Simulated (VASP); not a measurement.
Write the native input for VASP 6.6.1 that does the following.

- Task: single point
- Functional: PBE
- Potentials or basis: VASP PAW PBE potentials, release 64 (Pb_d, Te)
- Cutoff: 520 eV
- k mesh: 10 × 10 × 5
- Occupations: fermi-dirac, width 0.08 eV
- Spin: no spin polarisation
- Dipole correction: no
- Further INCAR settings: ALGO = Normal; EDIFF = 1e-06; NBANDS = 28

The structure of TePb lies in POSCAR:

```
TePb
1.0
    4.5674444347      0.0000000000      0.0000000000
   -2.2837222174      3.9555229109      0.0000000000
    0.0000000000      0.0000000000      5.5184965513
Pb Te
2 2
Direct
    0.3333333333      0.6666666667     -0.0620001934
    0.6666666667      0.3333333333      0.4379998066
    0.3333333333      0.6666666667      0.4380001934
    0.6666666667      0.3333333333      0.9380001934
```

One way to write it, as run:

INCAR

```
ALGO = Normal
EDIFF = 1E-6
ENCUT = 520
GGA = PE
ISIF = 2
ISMEAR = -1
LASPH = True
LCHARG = False
LREAL = False
LWAVE = False
NBANDS = 28
NELM = 60
PREC = Accurate
SIGMA = 0.08
```

KPOINTS

```
k-points
0
Gamma
  10 10 5
```

Potentials or basis: VASP PAW PBE potentials, release 64 (Pb_d, Te).

Command:

```sh
$ cat potpaw_PBE.64/Pb_d/POTCAR potpaw_PBE.64/Te/POTCAR > POTCAR
$ mpirun -np 1 vasp_std > vasp.out
```

Results of the run:

```json
{"Pressure": "53.9 GPa", "Band gap on the k mesh": "zero (bands 20 and 21 overlap by 0.55 eV)"}
```

Caveat: the cell stands under pressure; semilocal functionals underestimate gaps, and a narrow one can read as zero; spin-orbit coupling is left out, which moves the levels of the heavy elements.

Wall time 39 s on 1 thread of Intel(R) Xeon(R) 6975P-C (Granite Rapids) (shared host), peak memory 0.28 GiB.
